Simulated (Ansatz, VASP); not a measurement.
HgF2: VASP beside Ansatz

```
CELL_PARAMETERS angstrom
9.00000 0.00000 0.00000
0.00000 9.00000 0.00000
0.00000 0.00000 12.87000
ATOMIC_POSITIONS crystal
Hg 0.50000 0.50000 0.50009
F 0.50000 0.50000 0.65053
F 0.50000 0.50000 0.34965
```

Alike in both runs: task single point; functional PBE; k mesh 1 × 1 × 1; occupations gaussian, width 0.01 eV; no spin polarisation.

|  | VASP | Ansatz |
| --- | --- | --- |
| version | VASP 6.6.1 | Ansatz 0.2.0 |
| potentials or method | VASP PAW PBE potentials, release 64 (Hg_sv_GW, F), cutoff 520 eV | scalar-relativistic, plane waves, PAW |
| valence electrons in the cell | 34 | 34 |

VASP gave:

* gap on the k mesh at the Fermi level (eV): 4.68
* rms of the force components (eV/Å): 0.057

Q: What did Ansatz give for the same quantities?

A: gap on the k mesh at the Fermi level (eV): 4.71; rms of the force components (eV/Å): 0.001.

Atom by atom the forces differ by 0.056 eV/Å (rms over components).

Neither program's run includes spin-orbit coupling.
